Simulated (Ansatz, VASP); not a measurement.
**Ta3AsAu2O13: VASP beside Ansatz**

INCAR

```
PREC = Accurate
ENCUT = 520
EDIFF = 1E-6
ISMEAR = -1
SIGMA = 0.05
LREAL = Auto
LASPH = T
NELM = 60
ALGO = Normal
ISIF = 2
LWAVE = F
LCHARG = F
GGA = CA
NBANDS = 84
```

KPOINTS

```
regular mesh
0
Gamma
  4 4 2
```

POSCAR

```
Ta3AsAu2O13
1.0
    5.4520400000      0.0000000000      0.0000000000
   -2.7260200000      4.7216100000      0.0000000000
    0.0000000000      0.0000000000      9.5790200000
Ta As Au O
3 1 2 13
Direct
    0.0000000000      0.0000000000      0.1940800000
    0.0000000000      0.0000000000      0.8059200000
    0.6666700000      0.3333300000      0.0000000000
    0.0000000000      0.0000000000      0.5000000000
    0.3333300000      0.6666700000      0.2742800000
    0.3333300000      0.6666700000      0.7257200000
    0.0000000000      0.0000000000      0.0000000000
    0.2394700000      0.9712900000      0.3640200000
    0.0287100000      0.2681800000      0.3640200000
    0.7318200000      0.7605300000      0.3640200000
    0.2394700000      0.9712900000      0.6359800000
    0.0287100000      0.2681800000      0.6359800000
    0.7318200000      0.7605300000      0.6359800000
    0.3845200000      0.3342500000      0.8584400000
    0.6657500000      0.0502600000      0.8584400000
    0.9497400000      0.6154800000      0.8584400000
    0.3845200000      0.3342500000      0.1415600000
    0.6657500000      0.0502600000      0.1415600000
    0.9497400000      0.6154800000      0.1415600000
```

File input.yaml:

```yaml
crystal:
  lattice:
    - [5.45204, 0.0, 0.0]
    - [-2.72602, 4.72161, 0.0]
    - [0.0, 0.0, 9.57902]
  atoms:
    - { symbol: Ta, position: [0.0, 0.0, 0.19408] }
    - { symbol: Ta, position: [0.0, 0.0, 0.80592] }
    - { symbol: Ta, position: [0.66667, 0.33333, 0.0] }
    - { symbol: As, position: [0.0, 0.0, 0.5] }
    - { symbol: Au, position: [0.33333, 0.66667, 0.27428] }
    - { symbol: Au, position: [0.33333, 0.66667, 0.72572] }
    - { symbol: O, position: [0.0, 0.0, 0.0] }
    - { symbol: O, position: [0.23947, 0.97129, 0.36402] }
    - { symbol: O, position: [0.02871, 0.26818, 0.36402] }
    - { symbol: O, position: [0.73182, 0.76053, 0.36402] }
    - { symbol: O, position: [0.23947, 0.97129, 0.63598] }
    - { symbol: O, position: [0.02871, 0.26818, 0.63598] }
    - { symbol: O, position: [0.73182, 0.76053, 0.63598] }
    - { symbol: O, position: [0.38452, 0.33425, 0.85844] }
    - { symbol: O, position: [0.66575, 0.05026, 0.85844] }
    - { symbol: O, position: [0.94974, 0.61548, 0.85844] }
    - { symbol: O, position: [0.38452, 0.33425, 0.14156] }
    - { symbol: O, position: [0.66575, 0.05026, 0.14156] }
    - { symbol: O, position: [0.94974, 0.61548, 0.14156] }
kpoints:
  mp_grid: { grid: [4, 4, 2] }
  band_path:
    path:
      - [0.0, 0.0, 0.0]
      - [0.5, 0.0, 0.0]
      - [0.3333333333, 0.3333333333, 0.0]
      - [0.0, 0.0, 0.0]
      - [0.0, 0.0, 0.5]
      - [0.5, 0.0, 0.5]
      - [0.3333333333, 0.3333333333, 0.5]
      - [0.0, 0.0, 0.5]
    npoints: 12
scf:
  occupations: { method: fermi_dirac, width: 0.05 }
hamiltonian:
  xc: lda
  pseudopotentials: { kind: all_electron, lapw: { basis_error: 0.003 } }
output:
  forces: true
  stress: true
  eigenvalues: true
```

Alike in both runs: functional LDA; k mesh 4 × 4 × 2; occupations fermi-dirac, width 0.05 eV; no spin polarisation.

```csv
,VASP,Ansatz
version,VASP 6.6.1,Ansatz 0.2.0
potentials or method,"VASP PAW LDA potentials, release 64 (Ta_pv, As, Au, O), cutoff 520 eV","all-electron LAPW, scalar-relativistic"
task,single point,band structure
```

|  | VASP | Ansatz | Ansatz less VASP |
| --- | --- | --- | --- |
| gap on the k mesh at the Fermi level (eV) | none | none | - |
| pressure (GPa) | -10.2 | -11.0 | -0.87 |
| traceless stress, the component that is largest in VASP (GPa) | -0.04 | -0.40 | -0.357 |
| rms of the force components (eV/Å) | 0.163 | 0.176 | +0.0136 |

LDA's correlation is that of Perdew and Zunger in VASP and of Perdew and Wang (1992) in Ansatz. Atom by atom the forces differ by 0.031 eV/Å (rms over components). A gap of «none» marks a metal or a gap that the smearing closes. Ansatz ran all-electron here, and VASP with PAW potentials.

Neither program's run includes spin-orbit coupling. Noted on Ansatz's run: the k mesh is thin for a metal, which can move the energy by tens of meV per atom.
